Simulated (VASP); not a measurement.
SiC3: single point with PBE

The system is SiC3.

```
CELL_PARAMETERS angstrom
2.83709 0.00000 0.00000
-1.41854 2.45699 0.00000
0.00000 0.00000 8.31791
ATOMIC_POSITIONS crystal
Si 0.66667 0.33333 0.50000
C 0.33333 0.66667 0.00000
C 0.33333 0.66667 0.50000
C 0.66667 0.33333 0.00000
```

```
Program             : VASP 6.6.1
Task                : single point
Functional          : PBE
Potentials or basis : VASP PAW PBE potentials, release 64 (Si, C)
Cutoff              : 520 eV
k mesh              : 6 × 6 × 2
Occupations         : gaussian, width 0.1 eV
Spin                : no spin polarisation
```

```json
{
  "Pressure": "0.2 GPa"
}
```

Stress tensor (GPa, compression positive):
```
0.27 0.00 0.00
0.00 0.27 0.00
0.00 0.00 0.16
```

Levels at points of the mesh, in eV from the Fermi level:
```tsv
k point	band 5	band 6	band 7	band 8	band 9	band 10	band 11	band 12
(0.00, 0.00, 0.00)	-2.97	-2.97	-0.99	-0.99	3.20	4.44	5.93	5.93
(0.50, 0.00, 0.00)	-5.23	-2.65	-1.74	-0.83	1.30	3.14	3.75	5.33
(0.00, 0.00, 0.50)	-2.97	-2.97	-0.99	-0.99	4.12	4.44	5.69	5.93
(0.50, 0.00, 0.50)	-5.23	-2.65	-1.66	-0.92	1.36	2.98	3.75	5.37
```

Run time: 9.5 s on 1 thread of Intel(R) Xeon(R) 6975P-C (Granite Rapids) (shared host), peak memory 0.18 GiB.

Caveat: the k points lie up to 0.43 Å⁻¹ apart.
